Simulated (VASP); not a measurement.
Si: single point with LDA

Si:

```
Si
1.0
     2.69083    0.00000    0.00000
    -1.34542    2.33033    0.00000
     0.00000    0.00000    4.54174
Si
2
Direct
  0.33333 0.66667 0.25000
  0.66667 0.33333 0.75000
```

This cell differs from its parent crystal: strain +0.015 along x and y, +0.000 along z.

- Program: VASP 6.6.1
- Task: single point
- Functional: LDA
- Potentials or basis: VASP PAW LDA potentials, release 64 (Si)
- Cutoff: 520 eV
- k mesh: 24 × 24 × 14
- Occupations: gaussian, width 0.15 eV
- Spin: no spin polarisation
- Dipole correction: no
- Further INCAR settings: ALGO = Normal; EDIFF = 1e-06; NBANDS = 11

```yaml
Pressure: -2.7 GPa
Band_gap_on_the_k_mesh: zero (bands 4 and 5 overlap by 12.61 eV)
```

Stress tensor (GPa, compression positive):
```
-3.12  0.00  0.00
 0.00 -3.12  0.00
 0.00  0.00 -1.80
```

Levels at points of the mesh, in eV from the Fermi level:
```
           k point  band 1  band 2  band 3  band 4  band 5  band 6  band 7  band 8  band 9
(0.00, 0.00, 0.00)  -14.55   -8.11   -7.14    8.70    8.70   10.07   10.07   10.47   11.01
(0.50, 0.00, 0.00)   -8.28   -7.66   -1.88   -1.58   -1.52    0.02    3.61    5.84    8.58
(0.00, 0.00, 0.50)  -12.80  -12.80    0.67    0.67   10.00   10.00   10.00   10.00   11.92
(0.50, 0.00, 0.50)   -6.58   -6.58   -5.98   -5.98    5.11    5.11    5.66    5.66    6.88
```

Wall time 95 s on 1 thread of Intel Xeon 8259CL, with other jobs on the host, peak memory 0.22 GiB.

Caveat: the cell differs from its parent crystal (strain +0.015 along x and y, +0.000 along z).
